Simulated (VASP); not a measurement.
A run of VASP 6.6.1 is set up as follows.

INCAR

```
SYSTEM = Mn3Si
PREC = Accurate
ENCUT = 520
EDIFF = 1E-6
ISMEAR = -1
SIGMA = 0.05
LREAL = .False.
LASPH = .True.
NELM = 150
ALGO = Normal
ISIF = 2
LWAVE = .False.
LCHARG = .False.
ISPIN = 2
MAGMOM = 4 4 4 0
LORBIT = 11
LMAXMIX = 4
NBANDS = 34
```

Contents of KPOINTS:

```
Automatic mesh
0
Gamma
  10 10 10
  0 0 0
```

File POSCAR:

```
Mn3Si
1.0
    0.0000000000      2.8610000000      2.8610000000
    2.8610000000      0.0000000000      2.8610000000
    2.8610000000      2.8610000000      0.0000000000
Mn Si
3 1
Direct
    0.5000000000      0.5000000000      0.5000000000
    0.2500000000      0.2500000000      0.2500000000
    0.7500000000      0.7500000000      0.7500000000
    0.0000000000      0.0000000000      0.0000000000
```

Potentials or basis: VASP PAW LDA potentials, release 64 (Mn_pv, Si).

Run with:

```bash
$ cat potpaw_LDA.64/Mn_pv/POTCAR potpaw_LDA.64/Si/POTCAR > POTCAR
$ mpirun -np 1 vasp_std > vasp.out
```

**Question.** Predict the site moments.

**Answer.** Mn +2.29, -0.64 (each value once); Si +0.04 μB.

**Question.** Predict the pressure.

**Answer.** -24.0 GPa.

Caveat: the cell stands under tension.
